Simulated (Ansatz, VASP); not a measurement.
HfO2: VASP beside Ansatz

The input POSCAR:

```
HfO2
1.0
    0.0330479823      2.5622303017      2.5622303017
    2.5622303017      0.0330479823      2.5622303017
    2.5622303017      2.5622303017      0.0330479823
Hf O
1 2
Direct
    0.0000000000      0.0000000000      0.0000000000
    0.2492335082      0.2492335082      0.2492335082
    0.7507664918      0.7507664918      0.7507664918
```

Contents of INCAR.step1:

```
ALGO     = Normal         # electronic algorithm
EDIFF    = 1E-4           # SCF threshold, eV
ENCUT    = 520            # plane-wave cutoff, eV
GGA      = PE             # functional
ISMEAR   = 0              # smearing method
LASPH    = T              # aspherical terms in the spheres
LCHARG   = F              # write CHGCAR
LREAL    = F              # projectors in reciprocal space
LWAVE    = T              # write WAVECAR
NBANDS   = 18             # bands
NELM     = 100            # most SCF steps
PREC     = Accurate       # precision mode
SIGMA    = 0.01           # smearing width, eV
```

INCAR.step2

```
ALGO     = Normal         # electronic algorithm
EDIFF    = 1E-6           # SCF threshold, eV
ENCUT    = 520            # plane-wave cutoff, eV
ISIF     = 2              # what is computed and relaxed
ISMEAR   = 0              # smearing method
ISTART   = 1            
LASPH    = T              # aspherical terms in the spheres
LCHARG   = T              # write CHGCAR
LELF     = T              # ELF
LMIXTAU  = T            
LREAL    = F              # projectors in reciprocal space
LVHAR    = T            
LWAVE    = F              # write WAVECAR
METAGGA  = R2SCAN         # meta-GGA
NBANDS   = 18             # bands
NELM     = 100            # most SCF steps
PREC     = Accurate       # precision mode
SIGMA    = 0.01           # smearing width, eV
```

Contents of KPOINTS:

```
k-points
0
Gamma
  8 8 8
```

Input for Ansatz:

```yaml
crystal:
  lattice:
    - [0.0330479823, 2.5622303017, 2.5622303017]
    - [2.5622303017, 0.0330479823, 2.5622303017]
    - [2.5622303017, 2.5622303017, 0.0330479823]
  atoms:
    - { symbol: Hf, position: [0.0, 0.0, 0.0] }
    - { symbol: O, position: [0.2492335082, 0.2492335082, 0.2492335082] }
    - { symbol: O, position: [0.7507664918, 0.7507664918, 0.7507664918] }
kpoints:
  mp_grid: { grid: [8, 8, 8] }
  band_path:
    path:
      - [0.0, 0.0, 0.0]
      - [0.5, 0.0, 0.5]
      - [0.625, 0.25, 0.625]
      - [0.375, 0.375, 0.75]
      - [0.5, 0.5, 0.5]
      - [0.5, 0.25, 0.75]
      - [0.0, 0.5, 0.5]
    npoints: 1
hamiltonian:
  xc: r2scan
scf:
  occupations: { method: fixed }
  n_extra_bands: 4
output:
  forces: true
  stress: true
  eigenvalues: true
  write_density: true
  write_potential: true
  elf: true
  volumetric_format: npy
```

Change from the starting cell: shear_111 strain +2.0%.

Alike in both runs: task single point; functional r2SCAN; k mesh 8 × 8 × 8; no spin polarisation.

```csv
,VASP,Ansatz
version,VASP 6.6.1,Ansatz 0.2.0
potentials or method,"VASP PAW PBE potentials, release 64 (Hf_pv, O)","plane waves, PAW"
plane-wave cutoff (eV),520,500
occupations,"gaussian, width 0.01 eV",fixed
valence electrons in the cell,22,38
```

Ansatz gave:

| Quantity | Value |
| --- | --- |
| gap on the k mesh at the Fermi level (eV) | 4.25 |
| pressure (GPa) | -5.0 |
| traceless stress, the component that is largest in VASP (GPa) | -0.88 |
| rms of the force components (eV/Å) | 0.000 |

Task: Which values does VASP return?

Result: gap on the k mesh at the Fermi level (eV): 4.26; pressure (GPa): -8.7; traceless stress, the component that is largest in VASP (GPa): -0.83; rms of the force components (eV/Å): 0.007.

VASP's potentials were made for PBE, not for r2SCAN. Atom by atom the forces differ by 0.007 eV/Å (rms over components). VASP's potentials hold 22 valence electrons a cell and Ansatz's 38, so a difference there can come from the potentials and not from the codes.

Neither program's run includes spin-orbit coupling.
